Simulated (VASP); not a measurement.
# TaN (P6_3mc) in VASP: a series of runs

Runs on TaN. Level: PBE+D3(BJ). Tasks: relaxation of cell and atoms, single point.

Program: VASP 6.6.1. These are calculated values, not measurements. Logs are shortened: lines on timing, memory, paths and dates and some standing lists are left out, and cuts for length are marked.

## 1. The cell of the first run

Symmetry: P6_3mc, No. 186, hexagonal system. The conventional cell has a = 3.050 Å, b = 3.050 Å, c = 4.940 Å, α = 90.00°, β = 90.00°, γ = 120.00°. Within 2.5 Å of Ta (site symmetry 3m) lie 4 N at 1.85 to 1.90 Å. N (site symmetry 3m) has 4 Ta at 1.85 to 1.90 Å within 2.5 Å.

## 2. Relaxation of cell and atoms, PBE+D3(BJ)

INCAR

```
SYSTEM = TaN
PREC     = Accurate       ! precision mode
ENCUT    = 600            ! plane-wave cutoff, eV
EDIFF    = 1E-7           ! SCF threshold, eV
ISMEAR   = 0              ! smearing method
SIGMA    = 0.1            ! smearing width, eV
LREAL    = .FALSE.        ! projectors in reciprocal space
LASPH    = .TRUE.         ! aspherical terms in the spheres
NELM     = 100            ! most SCF steps
ALGO     = Normal         ! electronic algorithm
ISIF     = 3              ! what is computed and relaxed
LWAVE    = .FALSE.        ! write WAVECAR
LCHARG   = .FALSE.        ! write CHGCAR
GGA      = PE             ! functional
IVDW     = 12             ! dispersion correction
IBRION   = 2              ! ionic algorithm
NSW      = 100            ! ionic steps
EDIFFG   = -0.05          ! ionic threshold
```

KPOINTS

```
Automatic mesh
0
G
  6 6 4
  0 0 0
```

POSCAR

```
TaN
1.0
    3.0500010905      0.0000000000      0.0000000000
   -1.5250005453      2.6413784260      0.0000000000
    0.0000000000      0.0000000000      4.9400000000
Ta N
2 2
Direct
    0.3333333333      0.6666666667      0.0000000000
    0.6666666667      0.3333333333      0.5000000000
    0.3333333333      0.6666666667      0.3850000000
    0.6666666667      0.3333333333      0.8850000000
```

Potentials or basis: VASP PAW PBE potentials, release 64 (Ta_pv, N).

Run with:

```console
cat potpaw_PBE.64/Ta_pv/POTCAR potpaw_PBE.64/N/POTCAR > POTCAR
mpirun -np 1 vasp_std > vasp.out
```

OUTCAR:

```text
SYSTEM = TaN
   PREC = Accurate
   ENCUT = 600
   EDIFF = 1E-7
   ISMEAR = 0
   LREAL = .FALSE.
   LASPH = .TRUE.
   NELM = 100
   ISIF = 3
   GGA = PE
   IVDW = 12
   IBRION = 2
   NSW = 100
   EDIFFG = -0.05
 IVDW          = 12

 ion  position               nearest neighbor table
   1  0.333  0.667  0.000-   4 1.85   4 1.85   4 1.85   3 1.90   2 3.03   2 3.03   2 3.03   2 3.03
                             2 3.03   2 3.03
   2  0.667  0.333  0.500-   3 1.85   3 1.85   3 1.85   4 1.90   1 3.03   1 3.03   1 3.03   1 3.03
                             1 3.03   1 3.03
   3  0.333  0.667  0.385-   2 1.85   2 1.85   2 1.85   1 1.90
   4  0.667  0.333  0.885-   1 1.85   1 1.85   1 1.85   2 1.90

  LATTYP: Found a hexagonal cell.
 ALAT       =     3.0500010905
 C/A-ratio  =     1.6196715520

  Lattice vectors:

 A1 = (   3.0500010905,   0.0000000000,   0.0000000000)
 A2 = (  -1.5250005453,   2.6413784260,   0.0000000000)
 A3 = (   0.0000000000,   0.0000000000,   4.9400000000)

Analysis of symmetry for initial positions (statically):
=====================================================================
 Subroutine PRICEL returns:
 Original cell was already a primitive cell.

 Routine SETGRP: Setting up the symmetry group for a
 hexagonal supercell.

 Subroutine GETGRP returns: Found 12 space group operations
 (whereof  6 operations were pure point group operations)
 out of a pool of 24 trial point group operations.

The static configuration has the point symmetry C_3v.
 The point group associated with its full space group is C_6v.

Analysis of symmetry for dynamics (positions and initial velocities):
=====================================================================
 Subroutine PRICEL returns:
 Original cell was already a primitive cell.

 Routine SETGRP: Setting up the symmetry group for a
 hexagonal supercell.

 Subroutine GETGRP returns: Found 12 space group operations
 (whereof  6 operations were pure point group operations)
 out of a pool of 24 trial point group operations.

The dynamic configuration has the point symmetry C_3v.
 The point group associated with its full space group is C_6v.

 Subroutine INISYM returns: Found 12 space group operations
 (whereof  6 operations are pure point group operations),
 and found     1 'primitive' translations

----------------------------------------------------------------------------------------

                                     Primitive cell

  volume of cell :      39.7977

  direct lattice vectors                    reciprocal lattice vectors
     3.050001090  0.000000000  0.000000000     0.327868735  0.189295103  0.000000000
    -1.525000545  2.641378426  0.000000000     0.000000000  0.378590205  0.000000000
     0.000000000  0.000000000  4.940000000     0.000000000  0.000000000  0.202429150

  length of vectors
     3.050001090  3.050001091  4.940000000     0.378590205  0.378590205  0.202429150

  position of ions in fractional coordinates (direct lattice)
     0.333333333  0.666666667  0.000000000
     0.666666667  0.333333333  0.500000000
     0.333333333  0.666666667  0.385000000
     0.666666667  0.333333333  0.885000000

  ion indices of the primitive-cell ions
   primitive index   ion index
                 1           1
                 2           2
                 3           3
                 4           4

----------------------------------------------------------------------------------------

 KPOINTS: Automatic mesh

Automatic generation of k-mesh.
 Grid dimensions read from file:
 generate k-points for:    6    6    4

 Generating k-lattice:

  Cartesian coordinates                     Fractional coordinates (reciprocal lattice)
     0.054644789  0.031549184  0.000000000     0.166666667  0.000000000  0.000000000
     0.000000000  0.063098368  0.000000000     0.000000000  0.166666667  0.000000000
     0.000000000  0.000000000  0.050607287     0.000000000  0.000000000  0.250000000

  Length of vectors
     0.063098368  0.063098368  0.050607287

  Shift w.r.t. Gamma in fractional coordinates (k-lattice)
     0.000000000  0.000000000  0.000000000

 Subroutine IBZKPT returns following result:
 ===========================================

 Found     21 irreducible k-points:

 Following reciprocal coordinates:
            Coordinates               Weight
  0.000000  0.000000  0.000000      1.000000
  0.166667  0.000000  0.000000      6.000000
  0.333333  0.000000  0.000000      6.000000
  0.500000 -0.000000  0.000000      3.000000
  0.166667  0.166667  0.000000      6.000000
  0.333333  0.166667  0.000000     12.000000
[... 13 lines left out ...]
  0.333333  0.166667  0.500000     12.000000
  0.333333  0.333333  0.500000      2.000000
   k-points           NKPTS =     21   k-points in BZ     NKDIM =     21   number of bands    NBANDS=     20
   number of dos      NEDOS =    301   number of ions     NIONS =      4
   total plane-waves  NPLWV =  23040
   dimension x,y,z NGX =    24 NGY =   24 NGZ =   40
   dimension x,y,z NGXF=    48 NGYF=   48 NGZF=   80
   ions per type =               2   2
   NGX,Y,Z   is equivalent  to a cutoff of  13.08, 13.08, 13.46 a.u.
   NGXF,Y,Z  is equivalent  to a cutoff of  26.16, 26.16, 26.92 a.u.
 SYSTEM =  TaN
   PREC   = accura    normal or accurate (medium, high low for compatibility)
   ISTART =      0    job   : 0-new  1-cont  2-samecut
   ICHARG =      2    charge: 1-file 2-atom 10-const
   ISPIN  =      1    spin polarized calculation?
   LNONCOLLINEAR =      F non collinear calculations
   LSORBIT =      F    spin-orbit coupling
   LASPH  =      T    aspherical Exc in radial PAW
   ENCUT  =  600.0 eV  44.10 Ry    6.64 a.u.   6.09  6.09  9.87*2*pi/ulx,y,z
   NELM   =    100;   NELMIN=  2; NELMDL= -5     # of ELM steps
   EDIFF  = 0.1E-06   stopping-criterion for ELM
   LREAL  =      F    real-space projection
   EDIFFG = -.5E-01   stopping-criterion for IOM
   NSW    =    100    number of steps for IOM
   IBRION =      2    ionic relax: 0-MD 1-quasi-New 2-CG
   NFREE  =      1    steps in history (QN), initial steepest desc. (CG)
   ISIF   =      3    stress and relaxation
   ISYM   =      2    0-nonsym 1-usesym 2-fastsym
   POTIM  = 0.5000    time-step for ionic-motion
   TEBEG  =    0.0;   TEEND  =   0.0 temperature during run
   PSTRESS=    0.0 pullay stress
   NELECT =      32.0000    total number of electrons
   NUPDOWN=      -1.0000    fix difference up-down
   EMIN   =  10.00;   EMAX   =-10.00  energy-range for DOS
   EFERMI =   0.00;   METHOD = LEGACY
   ISMEAR =     0;   SIGMA  =   0.10  broadening in eV -4-tet -1-fermi 0-gaus
   EFERMI_NEDOS =   21; number of points for ismear=-14 and -15
   IALGO  =     38    algorithm
   IMIX   =      4    mixing-type and parameters
     AMIX     =   0.40;   BMIX     =  1.00
     AMIX_MAG =   1.60;   BMIX_MAG =  1.00
  volume/ion in A,a.u.               =       9.95        67.14
  Fermi-wavevector in a.u.,A,eV,Ry     =   1.522319  2.876766 31.530886  2.317455
  Thomas-Fermi vector in A             =   2.630914
   LORBIT       =      0    0 simple, 1 ext, 2 COOP (PROOUT), +10 PAW based schemes
   GGA     = PE    functional components
   LHFCALC =     F    Hartree Fock is set to
   AEXX    =    0.0000 exact exchange contribution
   IVDW    =    12    specifies the selected vdW correction
   LEPSILON=     F    determine dielectric tensor
   LRPA    =     F    only Hartree local field effects (RPA)
 conjugate gradient relaxation of ions
 non-spin polarized calculation
 Gauss-broadening in eV      SIGMA  =   0.10
  energy-cutoff  :      600.00
  volume of cell :       39.80
 maximum number of plane-waves:      1353
   NGX = 13   NGY = 13   NGZ = 19

--------------------------------------- Ionic step        1  -------------------------------------------

 number of electron      32.0000000 magnetization

 Free energy of the ion-electron system (eV)
  ---------------------------------------------------
  ext. energy  EPLUGINS =         0.00000000
  ---------------------------------------------------
  free energy    TOTEN  =       -37.62858678 eV

  energy without entropy =      -37.62093242  energy(sigma->0) =      -37.62475960

------------------------ aborting loop because EDIFF is reached ----------------------------------------

 Edisp (eV)   -2.03646

 E8    (eV) :    -0.9451

  FORCE on cell =-STRESS in cart. coord.  units (eV):
  Direction    XX          YY          ZZ          XY          YZ          ZX
  --------------------------------------------------------------------------------------
  -------------------------------------------------------------------------------------
  Total      35.07025    35.07025    28.50187    -0.00000     0.00000     0.00000
  in kB    1411.86071  1411.86071  1147.43061    -0.00000     0.00000     0.00000
  external pressure =     1323.72 kB  Pullay stress =        0.00 kB
[... 23 lines left out ...]
  energy  without entropy=      -39.6573953391  energy(sigma->0) =      -39.66122252

--------------------------------------- Ionic step        2  -------------------------------------------

 number of electron      32.0000006 magnetization

 E-fermi :   1.1967     XC(G=0):  -8.7294

 val. band max:        1.1923722413   @ k =   0.3333   0.3333   0.2500
 cond. band min:       1.2121538784   @ k =   0.1667   0.0000   0.2500
 fundamental gap:      0.0197816370
 Fermi energy:         1.1967098631

 k-point     1 :       0.0000    0.0000    0.0000
  band No.  band energies     occupation
      1     -35.1322      2.00000
      2     -35.1322      2.00000
      3     -35.1280      2.00000
      4     -35.1280      2.00000
      5     -35.0577      2.00000
      6     -35.0336      2.00000
[... 12 lines left out ...]
     19       1.8259      0.00000
[... 536 lines left out ...]
  FREE ENERGIE OF THE ION-ELECTRON SYSTEM (eV)
  ---------------------------------------------------
  free  energy   TOTEN  =       -43.8645569663 eV

  energy  without entropy=      -43.8548704769  energy(sigma->0) =      -43.85971372

[... ionic steps 4 to 13 ...]

--------------------------------------- Ionic step       14  -------------------------------------------

 number of electron      31.9999995 magnetization

------------------------ aborting loop because EDIFF is reached ----------------------------------------

 Edisp (eV)   -1.56642

 E8    (eV) :    -0.7252
[... 73 lines left out ...]
  energy  without entropy=      -44.9006544649  energy(sigma->0) =      -44.90168405

--------------------------------------- Ionic step       16  -------------------------------------------

 number of electron      31.9999993 magnetization

 Free energy of the ion-electron system (eV)
  ---------------------------------------------------
  ext. energy  EPLUGINS =         0.00000000
  ---------------------------------------------------
  free energy    TOTEN  =       -43.34182317 eV

  energy without entropy =      -43.33973682  energy(sigma->0) =      -43.34078000

 E-fermi :   6.6911     XC(G=0): -12.2082

 val. band max:        6.4338819970   @ k =   0.0000   0.0000   0.2500
 cond. band min:       6.7025788748   @ k =   0.3333   0.3333   0.0000
 fundamental gap:      0.2686968778
 Fermi energy:         6.6910565889

 k-point     1 :       0.0000    0.0000    0.0000
  band No.  band energies     occupation
      1     -28.9678      2.00000
      2     -28.6175      2.00000
      3     -28.3509      2.00000
      4     -28.3509      2.00000
      5     -28.3221      2.00000
      6     -28.3221      2.00000
[... 12 lines left out ...]
     19       8.8739      0.00000
[... 494 lines left out ...]
  FREE ENERGIE OF THE ION-ELECTRON SYSTEM (eV)
  ---------------------------------------------------
  free  energy   TOTEN  =       -44.9028086321 eV

  energy  without entropy=      -44.9007222789  energy(sigma->0) =      -44.90176546

 reached required accuracy - stopping structural energy minimisation
```

It took 3.7 min on 1 thread of AMD EPYC 7R43 (Zen 3), shared host; peak memory 0.15 GiB.

What came out:

```
Free energy                            : -44.9028 eV
Relaxed volume                         : 12.86 Å³/atom
Relaxed cell                           : a = 3.124 Å, b = 3.124 Å, c = 6.087 Å, α = 90.00°, β = 90.00°, γ = 120.00°
Space group after relaxing (to 0.05 Å) : P6_3mc (No. 186)
Energy gained by relaxing              : 1309.4 meV/atom
Ionic steps                            : 16
Pressure after relaxing                : 0.1 GPa
Largest force after relaxing           : 0.018 eV/Å
Band gap on the k mesh                 : zero (band 16 reaches 6.81 eV, above the bottom of band 17 at 6.70 eV)
Dispersion energy per atom             : -0.390 eV
```

Forces in eV/Å, atoms in the order of the input:
```
Ta   0.000  0.000  0.018
Ta   0.000  0.000  0.018
N    0.000  0.000 -0.018
N    0.000  0.000 -0.018
```

The path:
```csv
step,energy change (eV),largest force (eV/Å),pressure (GPa),volume (Å³)
1,0.0000,2.2767,132.37,39.80
2,8.1246,2.0473,-41.29,108.29
3,-4.1995,0.3462,-17.00,57.63
4,-4.4347,0.3945,-6.10,54.55
5,-4.4654,0.4327,0.82,52.98
6,-4.4649,0.4246,-0.55,53.27
7,-4.7758,1.1612,-6.27,54.08
8,-4.8565,1.3883,-9.07,54.46
9,-5.0470,1.1672,-4.54,53.10
10,-5.1934,0.3954,7.79,49.96
11,-5.2069,0.5966,4.58,50.69
12,-5.2368,0.1273,0.83,51.33
13,-5.2370,0.0688,1.08,51.29
14,-5.2370,0.0537,1.14,51.27
15,-5.2377,0.0429,-0.20,51.51
16,-5.2378,0.0181,0.15,51.45
```

Final structure:
```xyz
4
Lattice="3.1241 0.0000 0.0000 -1.5621 2.7056 0.0000 0.0000 0.0000 6.0866" Properties=species:S:1:pos:R:3 pbc="T T T"
Ta    0.0000    1.8037    0.1874
Ta    1.5621    0.9019    3.2308
N     0.0000    1.8037    2.1559
N     1.5621    0.9019    5.1992
```

Caveat: the k points lie up to 0.39 Å⁻¹ apart in the final cell; the volume moved by over 15 % at a fixed basis, so the end points are rough; spin-orbit coupling is left out, which moves the levels of the heavy elements; the volume moved by +29 % from the deposited cell, more than functionals usually miss; pairwise dispersion overbinds metals, which lowers pressure and volume; the relaxation stopped at a loose force limit of 0.05 eV/Å, so its end isn't a converged minimum. Zero-point motion and thermal expansion aren't in these numbers.

[end of part 1 of 2]
